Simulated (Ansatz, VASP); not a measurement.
## TiO2: VASP beside Ansatz

INCAR

```
  ALGO = Normal
  EDIFF = 1E-6
  ENCUT = 520
  GGA = PE
  ISIF = 2
  ISMEAR = 0
  IVDW = 12
  LASPH = T
  LCHARG = F
  LREAL = F
  LWAVE = F
  NBANDS = 19
  NELM = 100
  PREC = Accurate
  SIGMA = 0.05
```

The input KPOINTS:

```
k-points
0
Gamma
  12 12 12
```

The input POSCAR:

```
TiO2
1.0
    1.4862023484      0.8580593258      4.8692561771
   -1.4862023484      0.8580593258      4.8692561771
    0.0000000000     -1.7161186519      4.8692561770
Ti O
1 2
Direct
    0.0000000000      0.0000000000      0.0000000000
    0.6004139744      0.6004139744      0.6004139744
    0.3995860256      0.3995860256      0.3995860256
```

Input for Ansatz:

```yaml
crystal:
  lattice:
    - [1.4862023484, 0.8580593258, 4.8692561771]
    - [-1.4862023484, 0.8580593258, 4.8692561771]
    - [0.0, -1.7161186519, 4.869256177]
  atoms:
    - { symbol: Ti, position: [0.0, 0.0, 0.0] }
    - { symbol: O, position: [0.6004139744, 0.6004139744, 0.6004139744] }
    - { symbol: O, position: [0.3995860256, 0.3995860256, 0.3995860256] }
basis:
  ecutwfc: 520.0
kpoints:
  mp_grid: { grid: [12, 12, 12] }
hamiltonian:
  xc: pbe
  pseudopotentials: { kind: paw, azcp: { folder: soft_1 } }
  dispersion: d3bj
scf:
  occupations: { method: gaussian, width: 0.05 }
output:
  forces: true
  stress: true
  eigenvalues: true
  write_density: true
  write_potential: true
  elf: true
  volumetric_format: npy
```

Alike in both runs: task single point; functional PBE; dispersion D3(BJ); k mesh 12 × 12 × 12; occupations gaussian, width 0.05 eV; no spin polarisation.

```csv
,VASP,Ansatz
version,VASP 6.6.1,Ansatz 0.2.0
potentials or method,"VASP PAW PBE potentials, release 64 (Ti_sv, O), cutoff 520 eV","scalar-relativistic, plane waves, PAW"
valence electrons in the cell,24,24
```

Ansatz gave:

* gap on the k mesh at the Fermi level (eV): 2.46
* least direct gap on the mesh (eV): 2.82
* pressure (GPa): 0.0
* traceless stress, the component that is largest in VASP (GPa): -0.02
* rms of the force components (eV/Å): 0.000

**Question.** What did VASP give for the same quantities?

**Answer.** gap on the k mesh at the Fermi level (eV): 2.44; least direct gap on the mesh (eV): 2.80; pressure (GPa): 0.6; traceless stress, the component that is largest in VASP (GPa): -0.40; rms of the force components (eV/Å): 0.027.

Atom by atom the forces differ by 0.028 eV/Å (rms over components).
